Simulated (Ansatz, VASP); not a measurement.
**Pd in VASP and in Ansatz**

INCAR

```
PREC = Accurate
ENCUT = 520
EDIFF = 1E-7
ISMEAR = -1
SIGMA = 0.05
LREAL = F
LASPH = T
NELM = 150
ALGO = Normal
ISIF = 2
LWAVE = F
LCHARG = F
ISPIN = 2
MAGMOM = 0.5 -0.5
LORBIT = 11
LMAXMIX = 4
GGA = CA
NBANDS = 21
```

The input KPOINTS:

```
Automatic mesh
0
Gamma
  18 18 18
```

File POSCAR:

```
Pd
1.0
    0.0000000000      2.5032500760      2.5032500760
    2.5032500760      0.0000000000      2.5032500760
    2.5032500760      2.5032500760      0.0000000000
Pd
2
Direct
    0.0000000000      0.0000000000      0.0000000000
    0.5000000000      0.5000000000      0.5000000000
```

Input for Ansatz:

```yaml
crystal:
  lattice:
    - [0.0, 2.503250076, 2.503250076]
    - [2.503250076, 0.0, 2.503250076]
    - [2.503250076, 2.503250076, 0.0]
  atoms:
    - { symbol: Pd, position: [0.0, 0.0, 0.0], spin: 0.5 }
    - { symbol: Pd, position: [0.5, 0.5, 0.5], spin: -0.5 }
hamiltonian:
  xc: lda
  pseudopotentials:
    kind: paw
    azcp:
      Pd: "pseudopotentials/Pd.paw.azcp"
basis:
  ecutwfc: 420
  fft_grid_basis: typed
kpoints:
  mp_grid: { grid: [18, 18, 18], shift: [0, 0, 0] }
magnetization:
  spin_polarized: true
scf:
  occupations: { method: fermi_dirac, width: 0.05 }
output:
  stress: true
  write_density: true
  write_potential: true
  elf: true
  volumetric_format: npy
```

Alike in both runs: task single point; functional LDA; k mesh 18 × 18 × 18; occupations fermi-dirac, width 0.05 eV; collinear spin.

|  | VASP | Ansatz |
| --- | --- | --- |
| version | VASP 6.6.1 | Ansatz 0.2.0 |
| potentials or method | VASP PAW LDA potentials, release 64 (Pd), cutoff 520 eV | plane waves (420 eV) with PAW, scalar-relativistic |
| valence electrons in the cell | 20 | 36 |

```tsv
	VASP	Ansatz	Ansatz less VASP
pressure (GPa)	7.8	7.8	+0.02
net moment per atom (μB)	0.00	0.00	0.000
```

Ansatz warns that its potentials were made for another functional, while VASP's fit it. LDA's correlation is that of Perdew and Zunger in VASP and of Perdew and Wang (1992) in Ansatz. VASP's potentials hold 20 valence electrons a cell and Ansatz's 36, so a difference there can come from the potentials and not from the codes. Ansatz's warnings: seeded moment not kept.
